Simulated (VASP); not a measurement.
A run of VASP 6.6.1:

The input INCAR:

```
SYSTEM = IrO2
ALGO = Normal
EDIFF = 1E-6
ENCUT = 600
GGA = PE
GGA_COMPAT = .FALSE.
ISIF = 2
ISMEAR = -1
ISPIN = 2
KPAR = 4
LASPH = .TRUE.
LCHARG = .FALSE.
LMAXMIX = 4
LORBIT = 11
LREAL = .FALSE.
LWAVE = .FALSE.
MAGMOM = 1 1 0 0 0 0
NBANDS = 34
NELM = 200
PREC = Accurate
SIGMA = 0.05
```

Contents of KPOINTS:

```
k-points
0
G
  10 10 15
  0 0 0
```

Contents of POSCAR:

```
IrO2
1.0
    4.4990000000      0.0000000000      0.0000000000
    0.0000000000      4.4990000000      0.0000000000
    0.0000000000      0.0000000000      3.2089200000
Ir O
2 4
Direct
    0.0000000000      0.0000000000      0.0000000000
    0.5000000000      0.5000000000      0.5000000000
    0.3095149569      0.3095149569      0.0000000000
    0.1904850431      0.8095149569      0.5000000000
    0.6904850431      0.6904850431      0.0000000000
    0.8095149569      0.1904850431      0.5000000000
```

Potentials or basis: VASP PAW PBE potentials, release 64 (Ir, O).

Command:

```sh
$ cat potpaw_PBE.64/Ir/POTCAR potpaw_PBE.64/O/POTCAR > POTCAR
$ mpirun -np 4 vasp_std > vasp.out
```

Hardware: 4 MPI ranks on Intel(R) Xeon(R) 6975P-C (Granite Rapids) (shared host).

Question: Estimate the wall time of this run.

Answer: Run time: 2.2 min on 4 MPI ranks on Intel(R) Xeon(R) 6975P-C (Granite Rapids) (shared host), peak memory 0.68 GiB a rank. Counts: scf iterations 15, k points 168.
